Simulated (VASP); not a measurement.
## Ta2Si: single point with PBEsol

Ta2Si:

```
CELL_PARAMETERS angstrom
-3.07722 3.07722 2.52781
3.07722 -3.07722 2.52781
3.07722 3.07722 -2.52781
ATOMIC_POSITIONS crystal
Ta 0.66316 0.83684 0.50000
Ta 0.83684 0.33684 0.17368
Ta 0.33684 0.16316 0.50000
Ta 0.16316 0.66316 0.82632
Si 0.25000 0.25000 0.00000
Si 0.75000 0.75000 0.00000
```

| Item | Value |
| --- | --- |
| Program | VASP 6.6.1 |
| Task | single point |
| Functional | PBEsol |
| Potentials or basis | VASP PAW PBE potentials, release 64 (Ta_pv, Si) |
| Cutoff | 520 eV |
| k mesh | 10 × 10 × 10 |
| Occupations | gaussian, width 0.1 eV |
| Spin | no spin polarisation |

```
Pressure               : -1.7 GPa
Largest force          : 0.004 eV/Å
Band gap on the k mesh : zero (bands 26 and 27 overlap by 0.74 eV)
```

Forces in eV/Å, atoms in the order of the input:
```
Ta   0.003 -0.003  0.000
Ta   0.003  0.003  0.000
Ta  -0.003  0.003  0.000
Ta  -0.003 -0.003  0.000
Si   0.000  0.000  0.000
Si   0.000  0.000  0.000
```

Levels at points of the mesh, in eV from the Fermi level:
```
           k point  band 24  band 25  band 26  band 27  band 28  band 29
(0.00, 0.00, 0.00)    -2.01     0.19     0.20     0.91     1.33     1.33
(0.50, 0.00, 0.00)    -1.97    -1.05    -1.05     0.68     0.68     1.89
(0.50, 0.50, 0.00)    -1.44    -0.21     0.03     0.07     0.65     1.33
(0.50, 0.50, 0.50)    -1.04    -1.00    -1.00    -0.22     0.22     0.71
```

It took 13 min on 1 thread of Intel Xeon 8259CL, with other jobs on the host, peak memory 0.39 GiB.

Caveat: the PAW data sets were made with another functional, which shifts forces and pressure a little; spin-orbit coupling is left out, which moves the levels of the heavy elements.
